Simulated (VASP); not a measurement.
# Sc3Al: single point with r2SCAN

The system is Sc3Al.

```
CELL_PARAMETERS angstrom
4.43199 0.00000 0.00000
0.00000 4.43199 0.00000
0.00000 0.00000 4.43199
ATOMIC_POSITIONS crystal
Sc 0.50000 0.00000 0.50000
Sc 0.00000 0.50000 0.50000
Sc 0.50000 0.50000 0.00000
Al 0.00000 0.00000 0.00000
```

* Program: VASP 6.6.1
* Task: single point
* Functional: r2SCAN
* Potentials or basis: VASP PAW PBE potentials, release 64 (Sc_sv, Al)
* Cutoff: 520 eV
* k mesh: 5 × 5 × 5
* Occupations: fermi-dirac, width 0.025 eV
* Spin: no spin polarisation
* Dipole correction: no
* Further INCAR settings: ALGO = Normal; EDIFF = 1e-07; NBANDS = 26

* Pressure: 0.1 GPa
* Band gap on the k mesh: zero (band 18 reaches 5.04 eV, above the bottom of band 19 at 4.05 eV)

Levels at points of the mesh, in eV from the Fermi level:
```tsv
k point	band 16	band 17	band 18	band 19	band 20	band 21
(0.00, 0.00, 0.00)	-1.07	-0.42	-0.42	-0.42	0.45	0.45
```

Wall time 110 s on 1 thread of Intel(R) Xeon(R) Platinum 8488C (Sapphire Rapids), on a shared host, peak memory 0.21 GiB.

Caveat: the PAW data sets were made with another functional, which shifts forces and pressure a little.
